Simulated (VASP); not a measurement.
Here is a VASP 6.6.1 calculation.

The input POSCAR:

```
Ta4N5
1.0
   -3.4327044557      3.4327044557      2.1318811529
    3.4327044557     -3.4327044557      2.1318811529
    3.4327044557      3.4327044557     -2.1318811529
Ta N
4 5
Direct
    0.7829399314      0.6056050453      0.3885449767
    0.3943949547      0.7829399314      0.1773348861
    0.6056050453      0.2170600686      0.8226651139
    0.2170600686      0.3943949547      0.6114550233
    0.5000000000      0.5000000000      0.0000000000
    0.9082991208      0.3085216554      0.2168207762
    0.6914783446      0.9082991208      0.5997774654
    0.3085216554      0.0917008792      0.4002225346
    0.0917008792      0.6914783446      0.7831792238
```

Contents of INCAR.step1:

```
SYSTEM = Ta4N5
PREC = Accurate
ENCUT = 520
ISMEAR = 0
SIGMA = 0.1
LREAL = .FALSE.
LASPH = .TRUE.
NELM = 60
NBANDS = 44
GGA = PE
ALGO = Normal
EDIFF = 1E-4
LWAVE = .TRUE.
LCHARG = .FALSE.
```

The input INCAR.step2:

```
SYSTEM = Ta4N5
PREC = Accurate
ENCUT = 520
EDIFF = 1E-6
ISMEAR = 0
SIGMA = 0.1
LREAL = .FALSE.
LASPH = .TRUE.
NELM = 60
ALGO = Normal
ISIF = 2
LWAVE = .FALSE.
LCHARG = .FALSE.
METAGGA = R2SCAN
LMIXTAU = .TRUE.
NBANDS = 44
ISTART = 1
```

File KPOINTS:

```
Automatic mesh
0
G
  10 10 10
  0 0 0
```

Potentials or basis: VASP PAW PBE potentials, release 64 (Ta_pv, N).

Launch:

```bash
$ cat potpaw_PBE.64/Ta_pv/POTCAR potpaw_PBE.64/N/POTCAR > POTCAR
$ cp INCAR.step1 INCAR
$ mpirun -np 1 vasp_std > vasp.out
$ cp INCAR.step2 INCAR
$ mpirun -np 1 vasp_std > vasp.out
```

(1) Predict the band gap on the k mesh.

(2) Predict the pressure.

(3) Estimate the largest force.

## Answers

(1) zero (an odd number of electrons rules out a gap without spin polarisation).

(2) 1.5 GPa.

(3) 0.035 eV/Å.

Caveat: the PAW data sets were made with another functional, which shifts forces and pressure a little; spin-orbit coupling is left out, which moves the levels of the heavy elements.
